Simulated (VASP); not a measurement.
# LiTi12 (a cell with a defect) in VASP: a series of runs

LiTi12 (a cell with a defect) is run at these levels: LDA; tasks: single point.

Everything below comes from runs of VASP 6.6.1. Logs are shortened: lines on timing, memory, paths and dates and some standing lists are left out, and cuts for length are marked.

## (1) The cell of the first run

The cell holds a defect, 13 atoms: a = 5.900 Å, b = 8.850 Å, c = 4.685 Å, α = 90.00°, β = 90.00°, γ = 120.00°.

## (2) Single point, LDA

Contents of INCAR:

```
ALGO = Normal
EDIFF = 1E-6
ENCUT = 520
GGA = CA
ISIF = 2
ISMEAR = -1
LASPH = True
LCHARG = False
LREAL = False
LWAVE = False
NBANDS = 86
NELM = 100
PREC = Accurate
SIGMA = 0.15
```

Contents of KPOINTS:

```
k-points
0
Gamma
  3 2 4
```

Contents of POSCAR:

```
LiTi12
1.0
    5.9000000000      0.0000000000      0.0000000000
   -4.4250000000      7.6643250000      0.0000000000
    0.0000000000      0.0000000000      4.6846000000
Ti Li
12 1
Direct
    0.0048832067      0.0114996428      0.0108752081
    0.1769216619      0.2099610859      0.4993026085
   -0.0887203745      0.2688465064     -0.1127233915
    0.1606035718      0.5908829545      0.5771570678
   -0.0263342367      0.6573403398      0.0634814072
    0.1323939783      0.8855596546      0.5281695342
    0.4413179669     -0.0046741233     -0.0040671562
    0.6872621944      0.2481952422      0.4119416813
    0.5162879907      0.3264935921     -0.0630177603
    0.6710458404      0.5754586346      0.5434069077
    0.5424941662      0.7340039730     -0.0287599795
    0.6752302689      0.9261350478      0.4826785638
    0.2673993352      0.4587961758      1.1552676856
```

Potentials or basis: VASP PAW LDA potentials, release 64 (Ti_sv, Li_sv).

Command:

```sh
cat potpaw_LDA.64/Ti_sv/POTCAR potpaw_LDA.64/Li_sv/POTCAR > POTCAR
mpirun -np 1 vasp_std > vasp.out
```

OUTCAR:

```text
EDIFF = 1E-6
   ENCUT = 520
   GGA = CA
   ISIF = 2
   ISMEAR = -1
   LASPH = True
   LREAL = False
   NELM = 100
   PREC = Accurate

 ion  position               nearest neighbor table
   1  0.005  0.011  0.011-  11 2.61   7 2.65   3 2.66   2 2.75   6 2.79  12 2.79   2 2.84   6 2.92

   2  0.177  0.210  0.499-  13 2.56   3 2.62   9 2.69   1 2.75   6 2.75  12 2.76   1 2.84   8 2.89

   3  0.911  0.269  0.887-  13 2.30   8 2.55   2 2.62   9 2.63   1 2.66   7 2.66   8 2.75   4 2.86

   4  0.161  0.591  0.577-  13 2.53  11 2.69   6 2.70   5 2.72  10 2.83   5 2.83   3 2.86
   5  0.974  0.657  0.063-   4 2.72  10 2.73   6 2.79   4 2.83   9 2.88  10 2.89   7 2.90
   6  0.132  0.886  0.528-   7 2.70   4 2.70  10 2.73   2 2.75   1 2.79   5 2.79  12 2.90   1 2.92

   7  0.441  0.995  0.996-   1 2.65   3 2.66  11 2.66   6 2.70   9 2.75   8 2.77  12 2.89   5 2.90

   8  0.687  0.248  0.412-   3 2.55   9 2.67   3 2.75   7 2.77  12 2.83   9 2.87   2 2.89
   9  0.516  0.326  0.937-  13 2.51   3 2.63  10 2.66   8 2.67   2 2.69   7 2.75   8 2.87   5 2.88

  10  0.671  0.575  0.543-   9 2.66   5 2.73   6 2.73  13 2.75  11 2.76   4 2.83   5 2.89
  11  0.542  0.734  0.971-  13 2.31   1 2.61   7 2.66   4 2.69  12 2.72  10 2.76  12 2.81
  12  0.675  0.926  0.483-  11 2.72   2 2.76   1 2.79  11 2.81   8 2.83   7 2.89   6 2.90
  13  0.267  0.459  0.155-   3 2.30  11 2.31   9 2.51   4 2.53   2 2.56  10 2.75

  LATTYP: Found a simple monoclinic cell.
 ALAT       =     5.9000000000
 B/A-ratio  =     0.7940000000
 C/A-ratio  =     1.3228756849
 COS(beta)  =    -0.1889822323

  Lattice vectors:

 A1 = (   5.9000000000,   0.0000000000,   0.0000000000)
 A2 = (   0.0000000000,   0.0000000000,   4.6846000000)
 A3 = (  -1.4750000000,  -7.6643250000,   0.0000000000)

Analysis of symmetry for initial positions (statically):
=====================================================================
 Subroutine PRICEL returns:
 Original cell was already a primitive cell.

 Routine SETGRP: Setting up the symmetry group for a
 simple monoclinic supercell.

 Subroutine GETGRP returns: Found  1 space group operations
 (whereof  1 operations were pure point group operations)
 out of a pool of  4 trial point group operations.

The static configuration has the point symmetry C_1 .

Analysis of symmetry for dynamics (positions and initial velocities):
=====================================================================
 Subroutine PRICEL returns:
 Original cell was already a primitive cell.

 Routine SETGRP: Setting up the symmetry group for a
 simple monoclinic supercell.

 Subroutine GETGRP returns: Found  1 space group operations
 (whereof  1 operations were pure point group operations)
 out of a pool of  4 trial point group operations.

The dynamic configuration has the point symmetry C_1 .

 Subroutine INISYM returns: Found  1 space group operations
 (whereof  1 operations are pure point group operations),
 and found     1 'primitive' translations

----------------------------------------------------------------------------------------

                                     Primitive cell

  volume of cell :     211.8354

  direct lattice vectors                    reciprocal lattice vectors
     5.900000000  0.000000000  0.000000000     0.169491525  0.097855976  0.000000000
    -4.425000000  7.664325000  0.000000000     0.000000000  0.130474634  0.000000000
     0.000000000  0.000000000  4.684600000     0.000000000  0.000000000  0.213465397

  length of vectors
     5.900000000  8.850000153  4.684600000     0.195711955  0.130474634  0.213465397

  position of ions in fractional coordinates (direct lattice)
     0.004883207  0.011499643  0.010875208
     0.176921662  0.209961086  0.499302609
     0.911279626  0.268846506  0.887276609
     0.160603572  0.590882955  0.577157068
     0.973665763  0.657340340  0.063481407
     0.132393978  0.885559655  0.528169534
     0.441317967  0.995325877  0.995932844
     0.687262194  0.248195242  0.411941681
     0.516287991  0.326493592  0.936982240
     0.671045840  0.575458635  0.543406908
     0.542494166  0.734003973  0.971240020
     0.675230269  0.926135048  0.482678564
     0.267399335  0.458796176  0.155267686

  ion indices of the primitive-cell ions
   primitive index   ion index
                 1           1
                 2           2
                 3           3
                 4           4
                 5           5
                 6           6
                 7           7
                 8           8
                 9           9
                10          10
                11          11
                12          12
                13          13

----------------------------------------------------------------------------------------

 KPOINTS: k-points

Automatic generation of k-mesh.
 Grid dimensions read from file:
 generate k-points for:    3    2    4

 Generating k-lattice:

  Cartesian coordinates                     Fractional coordinates (reciprocal lattice)
     0.056497175  0.032618659  0.000000000     0.333333333  0.000000000  0.000000000
     0.000000000  0.065237317  0.000000000     0.000000000  0.500000000  0.000000000
     0.000000000  0.000000000  0.053366349     0.000000000  0.000000000  0.250000000

  Length of vectors
     0.065237318  0.065237317  0.053366349

  Shift w.r.t. Gamma in fractional coordinates (k-lattice)
     0.000000000  0.000000000  0.000000000

 -----------------------------------------------------------------------------
|                                                                             |
|           W    W    AA    RRRRR   N    N  II  N    N   GGGG   !!!           |
|           W    W   A  A   R    R  NN   N  II  NN   N  G    G  !!!           |
|           W    W  A    A  R    R  N N  N  II  N N  N  G       !!!           |
|           W WW W  AAAAAA  RRRRR   N  N N  II  N  N N  G  GGG   !            |
|           WW  WW  A    A  R   R   N   NN  II  N   NN  G    G                |
|           W    W  A    A  R    R  N    N  II  N    N   GGGG   !!!           |
|                                                                             |
|     Your reciprocal lattice and k-lattice belong to different lattice       |
|     classes:                                                                |
|                                                                             |
|        The reciprocal lattice is simple monoclinic,                         |
|        whereas your k-lattice is hexagonal.                                 |
|                                                                             |
|     Results are often still useful ...                                      |
|                                                                             |
 -----------------------------------------------------------------------------

 Subroutine IBZKPT returns following result:
 ===========================================

 Found     14 irreducible k-points:

 Following reciprocal coordinates:
            Coordinates               Weight
  0.000000  0.000000  0.000000      1.000000
  0.333333 -0.000000  0.000000      2.000000
  0.000000  0.500000  0.000000      1.000000
  0.333333  0.500000  0.000000      2.000000
  0.000000  0.000000  0.250000      2.000000
  0.333333 -0.000000  0.250000      2.000000
 -0.333333  0.000000  0.250000      2.000000
  0.000000  0.500000  0.250000      2.000000
  0.333333  0.500000  0.250000      2.000000
 -0.333333  0.500000  0.250000      2.000000
  0.000000  0.000000  0.500000      1.000000
  0.333333 -0.000000  0.500000      2.000000
  0.000000  0.500000  0.500000      1.000000
  0.333333  0.500000  0.500000      2.000000
   k-points           NKPTS =     14   k-points in BZ     NKDIM =     14   number of bands    NBANDS=     86
   number of dos      NEDOS =    301   number of ions     NIONS =     13
   total plane-waves  NPLWV = 120960
   dimension x,y,z NGX =    48 NGY =   70 NGZ =   36
   dimension x,y,z NGXF=    96 NGYF=  140 NGZF=   72
   ions per type =              12   1
   NGX,Y,Z   is equivalent  to a cutoff of  13.53, 13.15, 12.78 a.u.
   NGXF,Y,Z  is equivalent  to a cutoff of  27.05, 26.30, 25.55 a.u.
 SYSTEM =  unknown system
   PREC   = accura    normal or accurate (medium, high low for compatibility)
   ISTART =      0    job   : 0-new  1-cont  2-samecut
   ICHARG =      2    charge: 1-file 2-atom 10-const
   ISPIN  =      1    spin polarized calculation?
   LNONCOLLINEAR =      F non collinear calculations
   LSORBIT =      F    spin-orbit coupling
   LASPH  =      T    aspherical Exc in radial PAW
   ENCUT  =  520.0 eV  38.22 Ry    6.18 a.u.  10.97 16.46  8.71*2*pi/ulx,y,z
   NELM   =    100;   NELMIN=  2; NELMDL= -5     # of ELM steps
   EDIFF  = 0.1E-05   stopping-criterion for ELM
   LREAL  =      F    real-space projection
[... 7 lines left out ...]
   TEBEG  =    0.0;   TEEND  =   0.0 temperature during run
   PSTRESS=    0.0 pullay stress
   NELECT =     147.0000    total number of electrons
   NUPDOWN=      -1.0000    fix difference up-down
   EMIN   =  10.00;   EMAX   =-10.00  energy-range for DOS
   EFERMI =   0.00;   METHOD = LEGACY
   ISMEAR =    -1;   SIGMA  =   0.15  broadening in eV -4-tet -1-fermi 0-gaus
   EFERMI_NEDOS =   21; number of points for ismear=-14 and -15
   IALGO  =     38    algorithm
   IMIX   =      4    mixing-type and parameters
     AMIX     =   0.40;   BMIX     =  1.00
     AMIX_MAG =   1.60;   BMIX_MAG =  1.00
  volume/ion in A,a.u.               =      16.30       109.96
  Fermi-wavevector in a.u.,A,eV,Ry     =   1.449376  2.738924 28.581642  2.100691
  Thomas-Fermi vector in A             =   2.567110
   LORBIT       =      0    0 simple, 1 ext, 2 COOP (PROOUT), +10 PAW based schemes
   GGA     = CA    functional components
   LHFCALC =     F    Hartree Fock is set to
   AEXX    =    0.0000 exact exchange contribution
   IVDW    =     0    specifies the selected vdW correction
   LEPSILON=     F    determine dielectric tensor
   LRPA    =     F    only Hartree local field effects (RPA)
 non-spin polarized calculation
  energy-cutoff  :      520.00
  volume of cell :      211.84
 maximum number of plane-waves:      5706
 NGX is ok and might be reduce to    48
   NGX = 21   NGY = 33   NGZ = 17

 number of electron     147.0000003 magnetization

 Free energy of the ion-electron system (eV)
  ---------------------------------------------------
  ext. energy  EPLUGINS =         0.00000000
  ---------------------------------------------------
  free energy    TOTEN  =      -102.83145135 eV

  energy without entropy =     -101.56344539  energy(sigma->0) =     -102.19744837

 E-fermi :   8.0074     XC(G=0): -11.7853

 val. band max:        7.9976087714   @ k =   0.3333   0.5000   0.5000
 cond. band min:       8.0173093277   @ k =   0.0000   0.0000   0.5000
 fundamental gap:      0.0197005564
 Fermi energy:         8.0073533469

 k-point     1 :       0.0000    0.0000    0.0000
  band No.  band energies     occupation
      1     -47.9748      2.00000
      2     -47.8952      2.00000
      3     -47.8599      2.00000
      4     -47.8376      2.00000
      5     -47.8237      2.00000
      6     -47.7747      2.00000
[... 77 lines left out ...]
     84       9.1908      0.00075
     85       9.2214      0.00061

 k-point     2 :       0.3333   -0.0000    0.0000
  band No.  band energies     occupation
      1     -47.9638      2.00000
      2     -47.8936      2.00000
      3     -47.8613      2.00000
      4     -47.8424      2.00000
      5     -47.8243      2.00000
      6     -47.7826      2.00000
[... 1050 lines left out ...]
      1     -47.9231      2.00000
      2     -47.8944      2.00000
      3     -47.8637      2.00000
      4     -47.8412      2.00000
      5     -47.7981      2.00000
      6     -47.7751      2.00000
[... 77 lines left out ...]
     84       8.9244      0.00441
     85       8.9859      0.00293
 [bands above 85 left out]

------------------------ aborting loop because EDIFF is reached ----------------------------------------

  FORCE on cell =-STRESS in cart. coord.  units (eV):
  Direction    XX          YY          ZZ          XY          YZ          ZX
  --------------------------------------------------------------------------------------
  -------------------------------------------------------------------------------------
  Total       -4.3061380     -3.6010411     -1.1901969      0.6818013      0.7302583      0.5495910
  in kB      -32.5686749    -27.2358057     -9.0018329      5.1566775      5.5231727      4.1567294
  external PRESSURE =     -22.9354378 kB  Pullay stress =       0.0000000 kB

 VOLUME and BASIS-vectors are now :
 -----------------------------------------------------------------------------
  energy-cutoff  :      520.00
  volume of cell :      211.84
      direct lattice vectors                 reciprocal lattice vectors
     5.900000000  0.000000000  0.000000000     0.169491525  0.097855976  0.000000000
    -4.425000000  7.664325000  0.000000000     0.000000000  0.130474634  0.000000000
     0.000000000  0.000000000  4.684600000     0.000000000  0.000000000  0.213465397

 POSITION                                       TOTAL-FORCE (eV/Angst)
 -----------------------------------------------------------------------------------
     -0.02207      0.08814      0.05095        -0.046215      0.010801     -0.027922
      0.11476      1.60921      2.33903         0.010502     -0.045066      0.006220
      4.18690      2.06053      4.15654        -0.018908      0.123087     -0.027593
     -1.66710      4.52872      2.70375        -0.016855      0.007867      0.031801
      2.83590      5.03807      0.29739        -0.010924     -0.011140      0.027179
     -3.13748      6.78722      2.47426        -0.014363     -0.005579     -0.004298
     -1.80054      7.62850      4.66555         0.010504      0.010470     -0.042318
      2.95658      1.90225      1.92978         0.023398     -0.003059     -0.054441
      1.60137      2.50235      4.38939        -0.001364     -0.036081     -0.029421
      1.41277      4.41050      2.54564         0.017253     -0.015729      0.037537
     -0.04725      5.62565      4.54987        -0.015258     -0.002735      0.000451
     -0.11429      7.09820      2.26116        -0.003589     -0.026873     -0.003081
     -0.45252      3.51636      0.72737         0.065819     -0.005963      0.085885
 -----------------------------------------------------------------------------------
    total drift:                                0.000396     -0.000036     -0.000439

  FREE ENERGIE OF THE ION-ELECTRON SYSTEM (eV)
  ---------------------------------------------------
  free  energy   TOTEN  =      -102.8314513514 eV

  energy  without entropy=     -101.5634453865  energy(sigma->0) =     -102.19744837
```

Run time: 8.5 min. Hardware: 1 thread of Intel Xeon Platinum 8259CL at 2.50GHz (Skylake/Cascade Lake), shared host; peak memory 0.36 GiB.

Results:

```
Free energy            : -102.8315 eV
Largest force          : 0.128 eV/Å
Band gap on the k mesh : zero (an odd number of electrons rules out a gap without spin polarisation)
```

Forces in eV/Å, atoms in the order of the input:
```
Ti  -0.046  0.011 -0.028
Ti   0.011 -0.045  0.006
Ti  -0.019  0.123 -0.028
Ti  -0.017  0.008  0.032
Ti  -0.011 -0.011  0.027
Ti  -0.014 -0.006 -0.004
Ti   0.011  0.010 -0.042
Ti   0.023 -0.003 -0.054
Ti  -0.001 -0.036 -0.029
Ti   0.017 -0.016  0.038
Ti  -0.015 -0.003  0.000
Ti  -0.004 -0.027 -0.003
Li   0.066 -0.006  0.086
```

Caveat: the k points lie up to 0.41 Å⁻¹ apart, too coarse for converged energies and pressures of a metal; the cutoff is under 1.25 times the usual one of these potentials, so pressure, stress and relaxed cells hold a basis-set (Pulay) error.

## (3) Single point, LDA

Contents of INCAR:

```
PREC     = Accurate       # precision mode
ENCUT    = 520            # plane-wave cutoff, eV
EDIFF    = 1E-7           # SCF threshold, eV
ISMEAR   = -1             # smearing method
SIGMA    = 0.15           # smearing width, eV
LREAL    = F              # projectors in reciprocal space
LASPH    = T              # aspherical terms in the spheres
NELM     = 60             # most SCF steps
ALGO     = Normal         # electronic algorithm
ISIF     = 2              # what is computed and relaxed
LWAVE    = F              # write WAVECAR
LCHARG   = F              # write CHGCAR
GGA      = CA             # functional
NBANDS   = 86             # bands
```

Contents of KPOINTS:

```
Automatic mesh
0
Gamma
  3 2 4
```

Contents of POSCAR:

```
LiTi12
1.0
    5.9000000000      0.0000000000      0.0000000000
   -4.4250000000      7.6643250000      0.0000000000
    0.0000000000      0.0000000000      4.6846000000
Ti Li
12 1
Direct
    0.0072590502      0.0175189596     -0.0008231226
    0.1925897497      0.2099454290      0.4810607096
   -0.0752687463      0.2759860784     -0.1566148657
    0.1963317757      0.6143951359      0.6199090637
   -0.0125600572      0.6683022967      0.0609021048
    0.1306407209      0.8868674019      0.5160666866
    0.4569628089     -0.0072143339     -0.0335499296
    0.6629911736      0.2302029207      0.4008293131
    0.5093450640      0.3433400854     -0.0460549460
    0.6709269965      0.5636448089      0.5275483499
    0.5593089532      0.7141195082      0.0079065448
    0.6804031840      0.9223780307      0.4985887803
    0.1816389791      0.4496375088      1.2141649234
```

Potentials or basis: VASP PAW LDA potentials, release 64 (Ti_sv, Li_sv).

Command:

```sh
cat potpaw_LDA.64/Ti_sv/POTCAR potpaw_LDA.64/Li_sv/POTCAR > POTCAR
mpirun -np 1 vasp_std > vasp.out
```

Run time: 10 min. Hardware: 1 thread of Intel Xeon Platinum 8259CL at 2.50GHz (Skylake/Cascade Lake), shared host; peak memory 0.37 GiB.

It converged, with:

```yaml
Free_energy: -102.8626 eV
Largest_force: 0.089 eV/Å
Band_gap_on_the_k_mesh: zero (an odd number of electrons rules out a gap without spin polarisation)
```

Forces in eV/Å, atoms in the order of the input:
```
Ti  -0.001  0.007 -0.012
Ti   0.020 -0.006 -0.014
Ti   0.004  0.008 -0.036
Ti   0.016  0.030  0.030
Ti   0.000  0.017  0.001
Ti  -0.003  0.005 -0.009
Ti   0.018 -0.004 -0.024
Ti  -0.014 -0.026 -0.013
Ti  -0.015  0.017  0.013
Ti   0.008 -0.012 -0.015
Ti   0.035 -0.016  0.026
Ti   0.008 -0.005  0.011
Li  -0.077 -0.015  0.041
```

Levels at points of the mesh, in eV from the Fermi level:
| k point | band 71 | band 72 | band 73 | band 74 | band 75 | band 76 |
| --- | --- | --- | --- | --- | --- | --- |
| (0.00, 0.00, 0.00) | -0.23 | -0.08 | 0.04 | 0.10 | 0.15 | 0.25 |
| (0.00, 0.50, 0.00) | -0.22 | -0.17 | -0.06 | 0.15 | 0.19 | 0.36 |
| (0.00, 0.00, 0.50) | -0.24 | -0.09 | -0.08 | 0.00 | 0.16 | 0.31 |
| (0.00, 0.50, 0.50) | -0.32 | -0.18 | -0.11 | 0.07 | 0.20 | 0.33 |

Caveat: the k points lie up to 0.41 Å⁻¹ apart, too coarse for converged energies and pressures of a metal; the cutoff is under 1.25 times the usual one of these potentials, so pressure, stress and relaxed cells hold a basis-set (Pulay) error.
